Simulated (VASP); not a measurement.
Here is a VASP 6.6.1 calculation.

The input INCAR:

```
SYSTEM = WSe2
ALGO = Normal
EDIFF = 1E-7
EDIFFG = -0.008
ENCUT = 600
GGA = PS
IBRION = 2
ISIF = 3
ISMEAR = 0
LASPH = .TRUE.
LCHARG = .FALSE.
LREAL = .FALSE.
LWAVE = .FALSE.
NELM = 60
NSW = 70
PREC = Accurate
PSTRESS = 200.0
SIGMA = 0.02
```

File KPOINTS:

```
k-points
0
G
  12 12 4
  0 0 0
```

Contents of POSCAR:

```
WSe2
1.0
    3.0996693864      0.0000000000      0.0000000000
   -1.5498346932      2.6843924319      0.0000000000
    0.0000000000      0.0000000000     11.7352746790
W Se
2 4
Direct
    0.6666666667      0.3333333333      0.7500000000
    0.3333333333      0.6666666667      0.2500000000
    0.3333333333      0.6666666667      0.8899398410
    0.6666666667      0.3333333333      0.3899398410
    0.3333333333      0.6666666667      0.6100601590
    0.6666666667      0.3333333333      0.1100601590
```

Potentials or basis: VASP PAW PBE potentials, release 64 (W_sv, Se).

The run is started by

```console
$ cat potpaw_PBE.64/W_sv/POTCAR potpaw_PBE.64/Se/POTCAR > POTCAR
$ mpirun -np 1 vasp_std > vasp.out
```

Problem. What does it give for the space group after relaxing (to 0.1 Å)?

Solution. P6_3/mmc (No. 194).

Problem. What does it give for the relaxed volume?

Solution. 16.48 Å³/atom.

Problem. Predict the relaxed cell.

Solution. a = 3.120 Å, b = 3.120 Å, c = 11.728 Å, α = 90.00°, β = 90.00°, γ = 120.00°.

The path:
| step | energy change (eV) | largest force (eV/Å) | pressure (GPa) | volume (Å³) |
| --- | --- | --- | --- | --- |
| 1 | 0.0000 | 1.5923 | 29.81 | 97.65 |
| 2 | -0.6013 | 2.3126 | -6.48 | 112.41 |
| 3 | -0.5977 | 0.3010 | 17.93 | 101.11 |
| 4 | -0.5681 | 0.3781 | 18.67 | 100.87 |
| 5 | -0.5600 | 0.3990 | 18.86 | 100.80 |
| 6 | -0.4365 | 0.2160 | 19.86 | 99.59 |
| 7 | -0.3197 | 0.0569 | 20.77 | 98.60 |
| 8 | -0.4055 | 0.1924 | 18.41 | 99.29 |
| 9 | -0.3634 | 0.0625 | 19.63 | 98.93 |
| 10 | -0.3325 | 0.0426 | 20.49 | 98.68 |
| 11 | -0.3486 | 0.0086 | 20.07 | 98.80 |
| 12 | -0.3489 | 0.0096 | 20.06 | 98.81 |
| 13 | -0.3578 | 0.0104 | 19.93 | 98.88 |
| 14 | -0.3554 | 0.0102 | 19.97 | 98.86 |
| 15 | -0.3550 | 0.0050 | 20.04 | 98.86 |
| 16 | -0.3552 | 0.0008 | 20.01 | 98.86 |

Caveat: the cell is relaxed towards a set pressure, so the run minimises the enthalpy, not the energy; the PAW data sets were made with another functional, which shifts forces and pressure a little.
